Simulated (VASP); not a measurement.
Input of a VASP 6.6.1 run:

File INCAR:

```
SYSTEM = AgBr2
PREC = Accurate
ENCUT = 520
EDIFF = 1E-6
ISMEAR = 0
SIGMA = 0.1
LREAL = .False.
LASPH = .True.
NELM = 80
ALGO = Normal
ISIF = 2
LWAVE = .False.
LCHARG = .False.
GGA = PE
NBANDS = 34
```

Contents of KPOINTS:

```
regular mesh
0
Gamma
  4 4 4
  0 0 0
```

The input POSCAR:

```
AgBr2
1.0
    0.0000000000      4.3006104715      4.3006104715
    4.3006104715      0.0000000000      4.3006104715
    4.3006104715      4.3006104715      0.0000000000
Ag Br
2 4
Direct
    0.0000000000      0.0000000000      0.0000000000
    0.2500000000      0.2500000000      0.2500000000
    0.6250000000      0.6250000000      0.6250000000
    0.1250000000      0.6250000000      0.6250000000
    0.6250000000      0.6250000000      0.1250000000
    0.6250000000      0.1250000000      0.6250000000
```

Potentials or basis: VASP PAW PBE potentials, release 64 (Ag, Br).

Command:

```sh
$ cat potpaw_PBE.64/Ag/POTCAR potpaw_PBE.64/Br/POTCAR > POTCAR
$ mpirun -np 1 vasp_std > vasp.out
```

(1) Predict the band gap on the k mesh.

(2) What does it give for the pressure?

## Answers

(1) zero (band 25 reaches 3.53 eV, above the bottom of band 26 at 2.76 eV).

(2) 2.5 GPa.
